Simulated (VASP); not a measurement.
# HfB2 (P6/mmm) in VASP: further runs, part 3 of 3

VASP 6.6.1.

## 6. Electric field gradients, PBE (volume scaled by 1.01)

INCAR reads:

```
PREC = Accurate
ENCUT = 520
EDIFF = 1E-8
ISMEAR = -1
SIGMA = 0.05
LREAL = F
LASPH = T
NELM = 80
ALGO = Normal
ISIF = 2
LWAVE = F
LCHARG = F
GGA = PE
LEFG = T
NBANDS = 15
```

KPOINTS reads:

```
regular mesh
0
Gamma
  13 13 11
```

POSCAR reads:

```
HfB2
1.0
    3.1504320712      0.0000000000      0.0000000000
   -1.5752160356      2.7283542065      0.0000000000
    0.0000000000      0.0000000000      3.4915615467
Hf B
1 2
Direct
    0.0000000000      0.0000000000      0.0000000000
    0.3333333333      0.6666666667      0.5000000000
    0.6666666667      0.3333333333      0.5000000000
```

Potentials or basis: VASP PAW PBE potentials, release 64 (Hf_pv, B).

Started as:

```
$ cat potpaw_PBE.64/Hf_pv/POTCAR potpaw_PBE.64/B/POTCAR > POTCAR
$ mpirun -np 1 vasp_std > vasp.out
```

OUTCAR:

```text
PREC = Accurate
   ENCUT = 520
   EDIFF = 1E-8
   ISMEAR = -1
   LREAL = F
   LASPH = T
   NELM = 80
   ISIF = 2
   GGA = PE

 ion  position               nearest neighbor table
   1  0.000  0.000  0.000-   2 2.52   3 2.52   2 2.52   3 2.52   2 2.52   2 2.52   3 2.52   3 2.52
                             3 2.52   3 2.52   2 2.52   2 2.52
   2  0.333  0.667  0.500-   3 1.82   3 1.82   3 1.82   1 2.52   1 2.52   1 2.52   1 2.52   1 2.52
                             1 2.52
   3  0.667  0.333  0.500-   2 1.82   2 1.82   2 1.82   1 2.52   1 2.52   1 2.52   1 2.52   1 2.52
                             1 2.52

  LATTYP: Found a hexagonal cell.
 ALAT       =     3.1504320712
 C/A-ratio  =     1.1082802193

  Lattice vectors:

 A1 = (   3.1504320712,   0.0000000000,   0.0000000000)
 A2 = (  -1.5752160356,   2.7283542065,   0.0000000000)
 A3 = (   0.0000000000,   0.0000000000,   3.4915615467)

Analysis of symmetry for initial positions (statically):
[... 633 lines left out ...]
     0.000000000  0.000000000  3.491561547     0.000000000  0.000000000  0.286404804

 POSITION                                       TOTAL-FORCE (eV/Angst)
 -----------------------------------------------------------------------------------
      0.00000      0.00000      0.00000        -0.000000      0.000000      0.000000
     -0.00000      1.81890      1.74578        -0.000000      0.000000      0.000000
      1.57522      0.90945      1.74578         0.000000     -0.000000      0.000000
 -----------------------------------------------------------------------------------
    total drift:                               -0.000000      0.000000      0.000000

  FREE ENERGIE OF THE ION-ELECTRON SYSTEM (eV)
  ---------------------------------------------------
  free  energy   TOTEN  =       -26.4018171289 eV

  energy  without entropy=      -26.4000727773  energy(sigma->0) =      -26.40094495

 Electric field gradients (V/A^2)
---------------------------------------------------------------------
 ion       V_xx      V_yy      V_zz      V_xy      V_xz      V_yz
---------------------------------------------------------------------
   1     -38.188   -38.188    76.375     0.000    -0.000     0.000
   2      -0.757    -0.757     1.515    -0.000     0.000     0.000
   3      -0.757    -0.757     1.515    -0.000     0.000     0.000
---------------------------------------------------------------------

 Electric field gradients after diagonalization (V/A^2)
 (convention: |V_zz| > |V_xx| > |V_yy|)
----------------------------------------------------------------------
 ion       V_xx      V_yy      V_zz     asymmetry (V_yy - V_xx)/ V_zz
----------------------------------------------------------------------
   1     -38.188   -38.188    76.375       0.000
   2      -0.757    -0.757     1.515       0.000
   3      -0.757    -0.757     1.515       0.000
----------------------------------------------------------------------

           NMR quadrupolar parameters

 Cq : quadrupolar parameter    Cq=e*Q*V_zz/h
 eta: asymmetry parameters     (V_yy - V_xx)/ V_zz
 Q  : nuclear electric quadrupole moment in mb (millibarn)
----------------------------------------------------------------------
 ion       Cq(MHz)       eta       Q (mb)
----------------------------------------------------------------------
   1       0.185       0.000       1.000
   2       0.004       0.000       1.000
   3       0.004       0.000       1.000
----------------------------------------------------------------------
```

OSZICAR:

```text
N       E                     dE             d eps       ncg     rms          rms(c)
DAV:   1     0.272581968488E+02    0.27258E+02   -0.79695E+03  3780   0.101E+03
DAV:   2    -0.272515807158E+02   -0.54510E+02   -0.51249E+02  5054   0.218E+02
DAV:   3    -0.287606931225E+02   -0.15091E+01   -0.15033E+01  4886   0.264E+01
DAV:   4    -0.287668125400E+02   -0.61194E-02   -0.61180E-02  4536   0.210E+00
DAV:   5    -0.287668496600E+02   -0.37120E-04   -0.37120E-04  4865   0.143E-01    0.516E+01
DAV:   6    -0.265153676417E+02    0.22515E+01   -0.27871E+00  4585   0.120E+01    0.379E+01
DAV:   7    -0.264642754297E+02    0.51092E-01   -0.91349E-01  4886   0.698E+00    0.117E+01
DAV:   8    -0.264059817953E+02    0.58294E-01   -0.22427E-01  4438   0.357E+00    0.161E+00
DAV:   9    -0.264019866994E+02    0.39951E-02   -0.18184E-02  4452   0.108E+00    0.383E-01
DAV:  10    -0.264018116732E+02    0.17503E-03   -0.73846E-04  4837   0.227E-01    0.250E-01
DAV:  11    -0.264018196014E+02   -0.79282E-05   -0.50978E-05  4578   0.540E-02    0.100E-01
DAV:  12    -0.264018170519E+02    0.25495E-05   -0.31929E-06  4473   0.131E-02    0.999E-03
DAV:  13    -0.264018171222E+02   -0.70299E-07   -0.22647E-07  4837   0.377E-03    0.245E-03
DAV:  14    -0.264018171289E+02   -0.66568E-08   -0.20059E-08  4146   0.118E-03
   1 F= -.26401817E+02 E0= -.26400945E+02  d E =-.174435E-02
```

Run time: 26 s. Hardware: 1 thread of Intel Xeon Platinum 8488C (Sapphire Rapids), shared host; peak memory 0.18 GiB.

Results:

| Property | Result |
| --- | --- |
| Free energy | -26.4018 eV |
| Pressure | -1.5 GPa |
| Band gap on the k mesh | zero (band 8 reaches 8.22 eV, above the bottom of band 9 at 7.21 eV) |

Stress tensor (GPa, compression positive):
```
-1.73  0.00  0.00
 0.00 -1.73  0.00
 0.00  0.00 -1.17
```

Electric field gradients, principal values (V/Å²):
| atom | least | middle | greatest (by size) |
| --- | --- | --- | --- |
| 1 Hf | -38.188 | -38.188 | 76.375 |
| 2 B | -0.757 | -0.757 | 1.515 |
| 3 B | -0.757 | -0.757 | 1.515 |

Caveat: without QUAD_EFG the Cq values of the log hold for a quadrupole moment of 1 mb, not for the nuclei; spin-orbit coupling is left out, which moves the levels of the heavy elements.

## 7. Overview

| cell | gap on the mesh (eV) | pressure (GPa) |
| --- | --- | --- |
| a = 3.076, b = 3.076, c = 3.409 Å, angles 90.0, 90.0, 120.0°, 3 atoms | none | 18.9 |
| a = 3.119, b = 3.119, c = 3.457 Å, angles 90.0, 90.0, 120.0°, 3 atoms | none | 6.4 |
| a = 3.150, b = 3.150, c = 3.492 Å, angles 90.0, 90.0, 120.0°, 3 atoms | none | -1.5 |

Alike in all rows: task electric field gradients; level PBE; potentials or basis VASP PAW PBE potentials, release 64 (Hf_pv, B); no spin polarisation; k mesh 13 × 13 × 11; cutoff (eV) 520; smearing fermi-dirac 0.05 eV.

Caveats: spin-orbit coupling is left out, which moves the levels of the heavy elements.

Absolute energies hang on the potentials; compare differences alone.
